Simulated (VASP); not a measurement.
Runs of VASP 6.6.1 on Pr. The structure is that of space group Im-3m (No. 229), or close to it. The cells are those of the table. 

```tsv
level	spin	k mesh	smearing	gap on the mesh (eV)	pressure (GPa)	moment (μB)
PBEsol	collinear, ferromagnetic start	9 × 9 × 9	fermi-dirac 0.05 eV	none	(a)	3.02
LDA	collinear, ferromagnetic start	9 × 9 × 9	gaussian 0.02 eV	none	-7.1	2.82
PBE	collinear, ferromagnetic start	9 × 9 × 9	fermi-dirac 0.05 eV	none	-1.5	2.80
PBEsol	non-collinear, typed start, SOC	8 × 8 × 8	methfessel-paxton 0.05 eV	-	(b)	2.82
```

Alike in all rows: task single point; potentials or basis VASP PAW PBE potentials, release 64 (Pr); cell a = 3.633 Å, angles 109.5°, 1 atom; cutoff (eV) 520.

Problem. Estimate the missing entries.

Solution. (a) -5.9; (b) -4.2.

Caveats: the magnetic or orbital state may not be the lowest; the PAW data sets were made with another functional, which shifts forces and pressure a little (some runs); spin-orbit coupling is left out, which moves the levels of the heavy elements (some runs).

A k mesh can miss the band edges, and rows without SOC leave out spin-orbit coupling on Pr.

A gap of «none» marks levels without a gap at the run's occupations.
